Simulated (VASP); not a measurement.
# Al (P6_3/mmc) in VASP: a series of runs

Runs on Al. Level: PBEsol. Tasks: single point, relaxation of cell and atoms.

Everything below comes from runs of VASP 6.6.1. Logs are shortened: lines on timing, memory, paths and dates and some standing lists are left out, and cuts for length are marked.

## (1) The cell of the first run

Symmetry: P6_3/mmc, No. 194, hexagonal system. Conventional cell: a = 2.825 Å, b = 2.825 Å, c = 4.692 Å, α = 90.00°, β = 90.00°, γ = 120.00°. Al (site symmetry -6m2) has 12 Al at 2.83 to 2.86 Å within 3.7 Å.

## (2) Single point, PBEsol

File INCAR:

```
ALGO = Normal
EDIFF = 1E-7
ENCUT = 520
GGA = PS
ISIF = 2
ISMEAR = 0
LASPH = T
LCHARG = F
LREAL = F
LWAVE = F
NBANDS = 10
NELM = 80
PREC = Accurate
SIGMA = 0.05
```

File KPOINTS:

```
k-points
0
Gamma
  8 8 5
```

File POSCAR:

```
Al
1.0
    2.8251876371      0.0000000000      0.0000000000
   -1.4125938186      2.4466842642      0.0000000000
    0.0000000000      0.0000000000      4.6918461338
Al
2
Direct
    0.3333333333      0.6666666667      0.2500000000
    0.6666666667      0.3333333333      0.7500000000
```

Potentials or basis: VASP PAW PBE potentials, release 64 (Al).

On the command line:

```sh
cat potpaw_PBE.64/Al/POTCAR > POTCAR
mpirun -np 1 vasp_std > vasp.out
```

OUTCAR:

```text
EDIFF = 1E-7
   ENCUT = 520
   GGA = PS
   ISIF = 2
   ISMEAR = 0
   LASPH = T
   LREAL = F
   NELM = 80
   PREC = Accurate

 ion  position               nearest neighbor table
   1  0.333  0.667  0.250-   2 2.86   2 2.86   2 2.86   2 2.86   2 2.86   2 2.86
   2  0.667  0.333  0.750-   1 2.86   1 2.86   1 2.86   1 2.86   1 2.86   1 2.86

  LATTYP: Found a hexagonal cell.
 ALAT       =     2.8251876371
 C/A-ratio  =     1.6607201845

  Lattice vectors:

 A1 = (   2.8251876371,   0.0000000000,   0.0000000000)
 A2 = (  -1.4125938186,   2.4466842642,   0.0000000000)
 A3 = (   0.0000000000,   0.0000000000,   4.6918461338)

Analysis of symmetry for initial positions (statically):
=====================================================================
 Subroutine PRICEL returns:
 Original cell was already a primitive cell.

 Routine SETGRP: Setting up the symmetry group for a
 hexagonal supercell.

 Subroutine GETGRP returns: Found 24 space group operations
 (whereof 12 operations were pure point group operations)
 out of a pool of 24 trial point group operations.

The static configuration has the point symmetry D_3d.
 The point group associated with its full space group is D_6h.

Analysis of symmetry for dynamics (positions and initial velocities):
=====================================================================
 Subroutine PRICEL returns:
 Original cell was already a primitive cell.

 Routine SETGRP: Setting up the symmetry group for a
 hexagonal supercell.

 Subroutine GETGRP returns: Found 24 space group operations
 (whereof 12 operations were pure point group operations)
 out of a pool of 24 trial point group operations.

The dynamic configuration has the point symmetry D_3d.
 The point group associated with its full space group is D_6h.

 Subroutine INISYM returns: Found 24 space group operations
 (whereof 12 operations are pure point group operations),
 and found     1 'primitive' translations

----------------------------------------------------------------------------------------

                                     Primitive cell

  volume of cell :      32.4316

  direct lattice vectors                    reciprocal lattice vectors
     2.825187637  0.000000000  0.000000000     0.353958791  0.204358203  0.000000000
    -1.412593819  2.446684264  0.000000000     0.000000000  0.408716406  0.000000000
     0.000000000  0.000000000  4.691846134     0.000000000  0.000000000  0.213135719

  length of vectors
     2.825187637  2.825187637  4.691846134     0.408716406  0.408716406  0.213135719

  position of ions in fractional coordinates (direct lattice)
     0.333333333  0.666666667  0.250000000
     0.666666667  0.333333333  0.750000000

  ion indices of the primitive-cell ions
   primitive index   ion index
                 1           1
                 2           2

----------------------------------------------------------------------------------------

 KPOINTS: k-points

Automatic generation of k-mesh.
 Grid dimensions read from file:
 generate k-points for:    8    8    5

 Generating k-lattice:

  Cartesian coordinates                     Fractional coordinates (reciprocal lattice)
     0.044244849  0.025544775  0.000000000     0.125000000  0.000000000  0.000000000
     0.000000000  0.051089551  0.000000000     0.000000000  0.125000000  0.000000000
     0.000000000  0.000000000  0.042627144     0.000000000  0.000000000  0.200000000

  Length of vectors
     0.051089551  0.051089551  0.042627144

  Shift w.r.t. Gamma in fractional coordinates (k-lattice)
     0.000000000  0.000000000  0.000000000

 Subroutine IBZKPT returns following result:
 ===========================================

 Found     30 irreducible k-points:

 Following reciprocal coordinates:
            Coordinates               Weight
  0.000000  0.000000  0.000000      1.000000
  0.125000 -0.000000  0.000000      6.000000
  0.250000 -0.000000  0.000000      6.000000
  0.375000 -0.000000  0.000000      6.000000
  0.500000 -0.000000  0.000000      3.000000
  0.125000  0.125000  0.000000      6.000000
[... 16 lines left out ...]
  0.250000 -0.000000  0.400000     12.000000
  0.375000 -0.000000  0.400000     12.000000
 [... further k-points ...]
   k-points           NKPTS =     30   k-points in BZ     NKDIM =     30   number of bands    NBANDS=     10
   number of dos      NEDOS =    301   number of ions     NIONS =      2
   total plane-waves  NPLWV =  20736
   dimension x,y,z NGX =    24 NGY =   24 NGZ =   36
   dimension x,y,z NGXF=    48 NGYF=   48 NGZF=   72
   ions per type =               2
   NGX,Y,Z   is equivalent  to a cutoff of  14.12, 14.12, 12.76 a.u.
   NGXF,Y,Z  is equivalent  to a cutoff of  28.25, 28.25, 25.51 a.u.
 SYSTEM =  unknown system
   PREC   = accura    normal or accurate (medium, high low for compatibility)
   ISTART =      0    job   : 0-new  1-cont  2-samecut
   ICHARG =      2    charge: 1-file 2-atom 10-const
   ISPIN  =      1    spin polarized calculation?
   LNONCOLLINEAR =      F non collinear calculations
   LSORBIT =      F    spin-orbit coupling
   LASPH  =      T    aspherical Exc in radial PAW
   ENCUT  =  520.0 eV  38.22 Ry    6.18 a.u.   5.25  5.25  8.72*2*pi/ulx,y,z
   NELM   =     80;   NELMIN=  2; NELMDL= -5     # of ELM steps
   EDIFF  = 0.1E-06   stopping-criterion for ELM
   LREAL  =      F    real-space projection
   EDIFFG = 0.1E-05   stopping-criterion for IOM
   NSW    =      0    number of steps for IOM
   IBRION =     -1    ionic relax: 0-MD 1-quasi-New 2-CG
   NFREE  =      0    steps in history (QN), initial steepest desc. (CG)
   ISIF   =      2    stress and relaxation
   ISYM   =      2    0-nonsym 1-usesym 2-fastsym
   POTIM  = 0.5000    time-step for ionic-motion
   TEBEG  =    0.0;   TEEND  =   0.0 temperature during run
   PSTRESS=    0.0 pullay stress
   NELECT =       6.0000    total number of electrons
   NUPDOWN=      -1.0000    fix difference up-down
   EMIN   =  10.00;   EMAX   =-10.00  energy-range for DOS
   EFERMI =   0.00;   METHOD = LEGACY
   ISMEAR =     0;   SIGMA  =   0.05  broadening in eV -4-tet -1-fermi 0-gaus
   EFERMI_NEDOS =   21; number of points for ismear=-14 and -15
   IALGO  =     38    algorithm
   IMIX   =      4    mixing-type and parameters
     AMIX     =   0.40;   BMIX     =  1.00
     AMIX_MAG =   1.60;   BMIX_MAG =  1.00
  volume/ion in A,a.u.               =      16.22       109.43
  Fermi-wavevector in a.u.,A,eV,Ry     =   0.932829  1.762792 11.839392  0.870171
  Thomas-Fermi vector in A             =   2.059468
   LORBIT       =      0    0 simple, 1 ext, 2 COOP (PROOUT), +10 PAW based schemes
   GGA     = PS    functional components
   LHFCALC =     F    Hartree Fock is set to
   AEXX    =    0.0000 exact exchange contribution
   IVDW    =     0    specifies the selected vdW correction
   LEPSILON=     F    determine dielectric tensor
   LRPA    =     F    only Hartree local field effects (RPA)
 non-spin polarized calculation
 Gauss-broadening in eV      SIGMA  =   0.05
  energy-cutoff  :      520.00
  volume of cell :       32.43
 maximum number of plane-waves:       886
 NGX is ok and might be reduce to    24
   NGX = 11   NGY = 11   NGZ = 17

 number of electron       6.0000000 magnetization

 Free energy of the ion-electron system (eV)
  ---------------------------------------------------
  ext. energy  EPLUGINS =         0.00000000
  ---------------------------------------------------
  free energy    TOTEN  =        -8.07617186 eV

  energy without entropy =       -8.07334267  energy(sigma->0) =       -8.07475727

 E-fermi :   8.2379     XC(G=0): -10.3225

 val. band max:        8.2003751011   @ k =   0.3750   0.2500   0.4000
 cond. band min:       8.2453418820   @ k =   0.2500   0.2500   0.4000
 fundamental gap:      0.0449667809
 Fermi energy:         8.2379247024

 k-point     1 :       0.0000    0.0000    0.0000
  band No.  band energies     occupation
      1      -3.1223      2.00000
      2       3.3864      2.00000
      3       3.5130      2.00000
      4      19.1029      0.00000
      5      19.1029      0.00000
      6      19.4023      0.00000
      7      19.4023      0.00000
      8      20.0809      0.00000
      9      22.1111      0.00000
     10      22.5396      0.00000

 k-point     2 :       0.1250   -0.0000    0.0000
  band No.  band energies     occupation
      1      -2.7367      2.00000
      2       3.7446      2.00000
      3       3.8887      2.00000
      4      14.8343      0.00000
      5      16.9443      0.00000
      6      18.2278      0.00000
      7      20.4138      0.00000
      8      20.6991      0.00000
      9      21.9706      0.00000
     10      22.0121      0.00000

 k-point     3 :       0.2500   -0.0000    0.0000
  band No.  band energies     occupation
      1      -1.5864      2.00000
      2       4.8190      2.00000
      3       4.9870      2.00000
      4      10.3310      0.00000
      5      15.3061      0.00000
      6      15.7560      0.00000
      7      16.3208      0.00000
      8      17.5448      0.00000
      9      20.8445      0.00000
     10      21.2402      0.00000

 k-point     4 :       0.3750   -0.0000    0.0000
  band No.  band energies     occupation
      1       0.3086      2.00000
      2       5.9169      2.00000
      3       6.6041      2.00000
      4       7.2693      2.00000
      5      12.4238      0.00000
      6      12.5124      0.00000
      7      14.3264      0.00000
      8      16.1264      0.00000
      9      19.9888      0.00000
     10      20.1536      0.00000
[... 222 lines left out ...]
 k-point    22 :       0.1250   -0.0000    0.4000
  band No.  band energies     occupation
      1      -1.6681      2.00000
      2      -0.3437      2.00000
      3       9.8436      0.00000
      4      13.4277      0.00000
      5      15.8858      0.00000
      6      16.9521      0.00000
      7      17.8491      0.00000
      8      18.9783      0.00000
      9      19.8749      0.00000
     10      20.9252      0.00000

 k-point    23 :       0.2500   -0.0000    0.4000
  band No.  band energies     occupation
      1      -0.5266      2.00000
      2       0.7865      2.00000
      3      10.5752      0.00000
      4      11.4527      0.00000
      5      12.5548      0.00000
      6      14.6005      0.00000
      7      16.2193      0.00000
      8      17.3637      0.00000
      9      18.2261      0.00000
     10      19.2205      0.00000

 k-point    24 :       0.3750   -0.0000    0.4000
  band No.  band energies     occupation
      1       1.3523      2.00000
      2       2.6413      2.00000
      3       7.2810      2.00000
      4       8.5137      0.00000
      5      12.7295      0.00000
      6      15.2401      0.00000
      7      15.7109      0.00000
      8      16.3860      0.00000
      9      17.2354      0.00000
     10      17.7472      0.00000

 [... further k-points ...]
[... 5 lines left out ...]
  --------------------------------------------------------------------------------------
  -------------------------------------------------------------------------------------
  Total        0.0122437      0.0122437      0.0145945     -0.0000000      0.0000000      0.0000000
  in kB        0.6048583      0.6048583      0.7209933     -0.0000000      0.0000000      0.0000000
  external PRESSURE =       0.6435700 kB  Pullay stress =       0.0000000 kB

 VOLUME and BASIS-vectors are now :
 -----------------------------------------------------------------------------
  energy-cutoff  :      520.00
  volume of cell :       32.43
      direct lattice vectors                 reciprocal lattice vectors
     2.825187637  0.000000000  0.000000000     0.353958791  0.204358203  0.000000000
    -1.412593819  2.446684264  0.000000000     0.000000000  0.408716406  0.000000000
     0.000000000  0.000000000  4.691846134     0.000000000  0.000000000  0.213135719

 POSITION                                       TOTAL-FORCE (eV/Angst)
 -----------------------------------------------------------------------------------
     -0.00000      1.63112      1.17296         0.000000     -0.000000      0.000000
      1.41259      0.81556      3.51888        -0.000000      0.000000      0.000000
 -----------------------------------------------------------------------------------
    total drift:                                0.000000     -0.000000      0.000000

  FREE ENERGIE OF THE ION-ELECTRON SYSTEM (eV)
  ---------------------------------------------------
  free  energy   TOTEN  =        -8.0761718578 eV

  energy  without entropy=       -8.0733426730  energy(sigma->0) =       -8.07475727
```

It took 5.3 s on 1 thread of Intel Xeon Platinum 8488C (Sapphire Rapids), shared host; peak memory 0.14 GiB.

What came out:

* Free energy: -8.0762 eV
* Pressure: 0.1 GPa
* Band gap on the k mesh: zero (band 3 reaches 10.58 eV, above the bottom of band 4 at 5.40 eV)

Levels at points of the mesh, in eV from the Fermi level:
```csv
k point,band 1,band 2,band 3,band 4,band 5,band 6,band 7,band 8
"(0.00, 0.00, 0.00)",-11.36,-4.85,-4.72,10.86,10.86,11.16,11.16,11.84
"(0.50, 0.00, 0.00)",-5.40,-5.26,0.49,0.90,1.34,1.57,5.76,7.47
```

Caveat: the PAW data sets were made with another functional, which shifts forces and pressure a little.

## (3) Relaxation of cell and atoms, PBEsol

This run uses another cell than the first one, of 16.54 Å³/atom, 1.020 times its volume.

File INCAR:

```
SYSTEM = Al
  PREC = Accurate
  ENCUT = 600
  EDIFF = 1E-6
  ISMEAR = 0
  SIGMA = 0.05
  LREAL = .FALSE.
  LASPH = .TRUE.
  NELM = 80
  ALGO = Normal
  ISIF = 3
  LWAVE = .FALSE.
  LCHARG = .FALSE.
  GGA = PS
  IBRION = 2
  NSW = 60
  EDIFFG = -0.02
```

File KPOINTS:

```
Automatic mesh
0
G
  8 8 5
  0 0 0
```

File POSCAR:

```
Al
1.0
    2.8600000000      0.0000000000      0.0000000000
   -1.4300000000      2.4768326548      0.0000000000
    0.0000000000      0.0000000000      4.6703800000
Al
2
Direct
    0.3333333333      0.6666666667      0.2500000000
    0.6666666667      0.3333333333      0.7500000000
```

Potentials or basis: VASP PAW PBE potentials, release 64 (Al).

On the command line:

```sh
cat potpaw_PBE.64/Al/POTCAR > POTCAR
mpirun -np 1 vasp_std > vasp.out
```

OUTCAR:

```text
SYSTEM = Al
   PREC = Accurate
   ENCUT = 600
   EDIFF = 1E-6
   ISMEAR = 0
   LREAL = .FALSE.
   LASPH = .TRUE.
   NELM = 80
   ISIF = 3
   GGA = PS
   IBRION = 2
   NSW = 60
   EDIFFG = -0.02

 ion  position               nearest neighbor table
   1  0.333  0.667  0.250-   2 2.86   2 2.86   2 2.86   2 2.86   2 2.86   2 2.86
   2  0.667  0.333  0.750-   1 2.86   1 2.86   1 2.86   1 2.86   1 2.86   1 2.86

  LATTYP: Found a hexagonal cell.
 ALAT       =     2.8600000000
 C/A-ratio  =     1.6330000000

  Lattice vectors:

 A1 = (   2.8600000000,   0.0000000000,   0.0000000000)
 A2 = (  -1.4300000000,   2.4768326548,   0.0000000000)
 A3 = (   0.0000000000,   0.0000000000,   4.6703800000)

Analysis of symmetry for initial positions (statically):
=====================================================================
 Subroutine PRICEL returns:
[... 289 lines left out ...]
  free energy    TOTEN  =        -8.07634896 eV

  energy without entropy =       -8.07351090  energy(sigma->0) =       -8.07492993

 E-fermi :   8.2359     XC(G=0): -10.3217

 val. band max:        8.1986347598   @ k =   0.3750   0.2500   0.4000
 cond. band min:       8.2438109724   @ k =   0.2500   0.2500   0.4000
 fundamental gap:      0.0451762126
 Fermi energy:         8.2359364863

 k-point     1 :       0.0000    0.0000    0.0000
  band No.  band energies     occupation
      1      -3.1233      2.00000
      2       3.3836      2.00000
      3       3.5079      2.00000
      4      19.1018      0.00000
      5      19.1018      0.00000
      6      19.4011      0.00000
      7      19.4011      0.00000
[... 221 lines left out ...]
 k-point    24 :       0.3750    0.0000    0.4000
  band No.  band energies     occupation
      1       1.3508      2.00000
      2       2.6392      2.00000
      3       7.2794      2.00000
      4       8.5116      0.00000
      5      12.7233      0.00000
      6      15.2385      0.00000
      7      15.7059      0.00000

 [... further k-points ...]
[... 5 lines left out ...]
  --------------------------------------------------------------------------------------
  -------------------------------------------------------------------------------------
  Total        0.0112212      0.0112212      0.0057198      0.0000000      0.0000000      0.0000000
  in kB        0.5542081      0.5542081      0.2824965      0.0000000      0.0000000      0.0000000
  external PRESSURE =       0.4636375 kB  Pullay stress =       0.0000000 kB
[... 17 lines left out ...]
  FREE ENERGIE OF THE ION-ELECTRON SYSTEM (eV)
  ---------------------------------------------------
  free  energy   TOTEN  =        -8.0763489552 eV

  energy  without entropy=       -8.0735109048  energy(sigma->0) =       -8.07492993

 reached required accuracy - stopping structural energy minimisation
```

OSZICAR:

```text
N       E                     dE             d eps       ncg     rms          rms(c)
DAV:   1    -0.104460137857E+01   -0.10446E+01   -0.25277E+03   420   0.755E+02
DAV:   2    -0.803818259815E+01   -0.69936E+01   -0.66302E+01   574   0.514E+01
DAV:   3    -0.813157859130E+01   -0.93396E-01   -0.93328E-01   630   0.656E+00
DAV:   4    -0.813204843613E+01   -0.46984E-03   -0.46984E-03   588   0.377E-01
[... 20 lines left out ...]
       N       E                     dE             d eps       ncg     rms          rms(c)
DAV:   1    -0.807646213748E+01   -0.54726E-03   -0.83023E-03   574   0.534E-01    0.543E-02
DAV:   2    -0.807638686838E+01    0.75269E-04   -0.80393E-05   469   0.683E-02    0.298E-02
DAV:   3    -0.807634890945E+01    0.37959E-04   -0.67236E-05   476   0.403E-02    0.360E-03
DAV:   4    -0.807634895518E+01   -0.45737E-07   -0.13416E-06   364   0.958E-03
   4 F= -.80763490E+01 E0= -.80749299E+01  d E =-.434192E-03
```

Wall time 9.5 s (1 thread of Intel Xeon Platinum 8488C (Sapphire Rapids), shared host); peak memory 0.15 GiB.

What came out:

```yaml
Free_energy: -8.0763 eV
Relaxed_volume: 16.22 Å³/atom
Relaxed_cell: a = 2.825 Å, b = 2.825 Å, c = 4.693 Å, α = 90.00°, β = 90.00°, γ = 120.00°
Space_group_after_relaxing_to_0.05_Å: P6_3/mmc (No. 194)
Energy_gained_by_relaxing: 2.6 meV/atom
Ionic_steps: 4
Pressure_after_relaxing: 0.0 GPa
Band_gap_on_the_k_mesh: zero (band 3 reaches 10.57 eV, above the bottom of band 4 at 5.40 eV)
```

Step by step:
| step | energy change (eV) | largest force (eV/Å) | pressure (GPa) | volume (Å³) |
| --- | --- | --- | --- | --- |
| 1 | 0.0000 | 0.0000 | -1.31 | 33.08 |
| 2 | -0.0047 | 0.0000 | 0.12 | 32.44 |
| 3 | -0.0047 | 0.0000 | 0.31 | 32.36 |
| 4 | -0.0052 | 0.0000 | 0.05 | 32.44 |

Final structure:
```xyz
2
Lattice="2.8252 0.0000 0.0000 -1.4126 2.4467 0.0000 0.0000 0.0000 4.6929" Properties=species:S:1:pos:R:3 pbc="T T T"
Al    0.0000    1.6311    1.1732
Al    1.4126    0.8156    3.5197
```

Caveat: the PAW data sets were made with another functional, which shifts forces and pressure a little.
